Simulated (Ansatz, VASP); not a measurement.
# BaZrO3 in VASP and in Ansatz

```xyz
5
Lattice="4.2052 0.0000 0.0000 0.0000 4.2052 0.0000 0.0000 0.0000 4.2052" Properties=species:S:1:pos:R:3 pbc="T T T"
Ba    0.0000    0.0000    0.0000
Zr    2.1026    2.1026    2.1026
O     0.0000    2.1026    2.1026
O     2.1026    0.0000    2.1026
O     2.1026    2.1026    0.0000
```

Alike in both runs: functional r2SCAN; k mesh 6 × 6 × 6; occupations gaussian, width 0.02 eV; no spin polarisation.

Ansatz relaxed the structure, and its values are those at the end. VASP's run is a single point on that final structure, the one shown.

```csv
,VASP,Ansatz
version,VASP 6.6.1,Ansatz 0.2.0
potentials or method,"VASP PAW PBE potentials, release 64 (Ba_sv, Zr_sv, O), cutoff 520 eV","scalar-relativistic, plane waves, PAW"
valence electrons in the cell,40,40
```

VASP gave:

```
gap on the k mesh at the Fermi level (eV) : 3.68
least direct gap on the mesh (eV)         : 3.93
pressure (GPa)                            : 1.0
```

Which values does Ansatz return?

gap on the k mesh at the Fermi level (eV): 3.73; least direct gap on the mesh (eV): 3.96; pressure (GPa): 0.0.

VASP's potentials were made for PBE, not for r2SCAN.

Neither program's run includes spin-orbit coupling.
